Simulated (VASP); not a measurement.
Wanted: the native input for a VASP 6.6.1 run.

| Quantity | Value |
| --- | --- |
| Task | relaxation of cell and atoms |
| Functional | PBE |
| Potentials or basis | VASP PAW PBE potentials, release 64 (Ba_sv, F_h) |
| Cutoff | 1350 eV |
| k mesh | 6 × 6 × 6 |
| Occupations | fermi-dirac, width 0.02 eV |
| Spin | no spin polarisation |
| Dipole correction | no |
| Further INCAR settings | ALGO = Normal; EDIFF = 1e-07; IBRION = 2; EDIFFG = -0.005; NSW = 80; ISIF = 3 |

The structure of BaF2 lies in POSCAR:

```
BaF2
1.0
    0.0000000000      3.1224950771      3.1224950771
    3.1224950771      0.0000000000      3.1224950771
    3.1224950771      3.1224950771      0.0000000000
Ba F
1 2
Direct
    0.0000000000      0.0000000000      0.0000000000
    0.2500000000      0.2500000000      0.2500000000
    0.7500000000      0.7500000000      0.7500000000
```

These files were run (other wordings do the same):

INCAR

```
ALGO = Normal
EDIFF = 1E-7
EDIFFG = -0.005
ENCUT = 1350
GGA = PE
GGA_COMPAT = False
IBRION = 2
ISIF = 3
ISMEAR = -1
LASPH = True
LCHARG = False
LREAL = False
LWAVE = False
NELM = 120
NELMIN = 4
NSW = 80
PREC = Accurate
SIGMA = 0.02
```

KPOINTS

```
k-points
0
Gamma
  6 6 6
```

Potentials or basis: VASP PAW PBE potentials, release 64 (Ba_sv, F_h).

Command:

```sh
$ cat potpaw_PBE.64/Ba_sv/POTCAR potpaw_PBE.64/F_h/POTCAR > POTCAR
$ mpirun -np 1 vasp_std > vasp.out
```

Results of the run:

```
Relaxed volume                        : 20.62 Å³/atom
Relaxed cell                          : a = 4.439 Å, b = 4.439 Å, c = 4.439 Å, α = 60.00°, β = 60.00°, γ = 60.00°
Space group after relaxing (to 0.1 Å) : Fm-3m (No. 225)
Energy gained by relaxing             : 0.9 meV/atom
Ionic steps                           : 3
Pressure after relaxing               : 0.0 GPa
Band gap on the k mesh                : 6.62 eV (least direct gap 6.67 eV)
```

Caveat: spin-orbit coupling is left out, which moves the levels of the heavy elements.

Run time: 2.8 min on 1 thread of Intel(R) Xeon(R) Platinum 8259CL CPU @ 2.50GHz (Skylake/Cascade Lake) (shared host), peak memory 0.49 GiB.
